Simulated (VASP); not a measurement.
Set up this calculation in VASP 6.6.1, as the native input.

```
Task                   : single point
Functional             : PBEsol
Potentials or basis    : VASP PAW PBE potentials, release 64 (Ta_pv)
Cutoff                 : 520 eV
k mesh                 : 18 × 18 × 10
Occupations            : gaussian, width 0.15 eV
Spin                   : no spin polarisation
Dipole correction      : no
Further INCAR settings : ALGO = Fast; EDIFF = 1e-07; NBANDS = 18
```

The structure of Ta lies in POSCAR:

```
Ta
1.0
    2.9003720726      0.0000000000      0.0000000000
   -1.4501860363      2.5117958953      0.0000000000
    0.0000000000      0.0000000000      5.1662740000
Ta
2
Direct
    0.7114553377      0.4229106754      0.6628966059
    0.3333333333      0.6666666667      0.2500000000
```

This cell differs from its parent crystal: atom 1 (Ta) moved by (+0.225, -0.450) A along y and z.

One way to write it, as run:

INCAR

```
PREC = Accurate ; ENCUT = 520
EDIFF = 1E-7 ; ISMEAR = 0
SIGMA = 0.15 ; LREAL = F
LASPH = T ; NELM = 80
ALGO = Fast ; ISIF = 2
LWAVE = F ; LCHARG = T
GGA = PS ; LELF = T
LVHAR = T ; NBANDS = 18
```

KPOINTS

```
Automatic mesh
0
Gamma
  18 18 10
```

Potentials or basis: VASP PAW PBE potentials, release 64 (Ta_pv).

Run with:

```sh
$ cat potpaw_PBE.64/Ta_pv/POTCAR > POTCAR
$ mpirun -np 1 vasp_std > vasp.out
```

It gave:

The pressure is 8.0 GPa. The largest force is 3.921 eV/Å and the band gap on the k mesh is zero (bands 11 and 12 overlap by 1.87 eV).

Caveat: the cell differs from its parent crystal (atom 1 (Ta) moved by (+0.225, -0.450) A along y and z); the stress differs along the axes, from 3 to 13 GPa; the PAW data sets were made with another functional, which shifts forces and pressure a little; spin-orbit coupling is left out, which moves the levels of the heavy elements.

It took 4.2 min on 1 thread of Intel(R) Xeon(R) 6975P-C (Granite Rapids), on a shared host, peak memory 0.54 GiB.
